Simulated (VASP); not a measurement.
Wanted: the native input for a VASP 6.6.1 run.

* Task: single point
* Functional: PBE
* Potentials or basis: VASP PAW PBE potentials, release 64 (Hg, Te)
* Cutoff: 520 eV
* k mesh: 10 × 10 × 10
* Occupations: fermi-dirac, width 0.08 eV
* Spin: no spin polarisation
* Dipole correction: no
* Further INCAR settings: ALGO = Normal; EDIFF = 1e-07; NBANDS = 16

The structure of HgTe lies in POSCAR:

```
HgTe
1.0
    0.0000000000      2.9215000000      2.8338550000
    2.9215000000      0.0000000000      2.8338550000
    2.9215000000      2.9215000000      0.0000000000
Hg Te
1 1
Direct
    0.0000000000      0.0000000000      0.0000000000
    0.5000000000      0.5000000000      0.5000000000
```

This cell differs from its parent crystal: zz strain of -3 %.

One way to write it, as run:

INCAR

```
SYSTEM = HgTe
  PREC = Accurate
  ENCUT = 520
  EDIFF = 1E-7
  ISMEAR = -1
  SIGMA = 0.08
  LREAL = .False.
  LASPH = .True.
  NELM = 60
  ALGO = Normal
  ISIF = 2
  LWAVE = .False.
  LCHARG = .False.
  GGA = PE
  NBANDS = 16
```

KPOINTS

```
regular mesh
0
Gamma
  10 10 10
  0 0 0
```

Potentials or basis: VASP PAW PBE potentials, release 64 (Hg, Te).

Run with:

```sh
$ cat potpaw_PBE.64/Hg/POTCAR potpaw_PBE.64/Te/POTCAR > POTCAR
$ mpirun -np 1 vasp_std > vasp.out
```

Results of the run:

* Pressure: 14.0 GPa
* Band gap on the k mesh: zero (band 9 reaches 6.92 eV, above the bottom of band 10 at 3.29 eV)

Caveat: the cell differs from its parent crystal (zz strain of -3 %); spin-orbit coupling is left out, which moves the levels of the heavy elements.

Wall time 43 s on 1 thread of Intel(R) Xeon(R) 6975P-C (Granite Rapids) (shared host), peak memory 0.22 GiB.
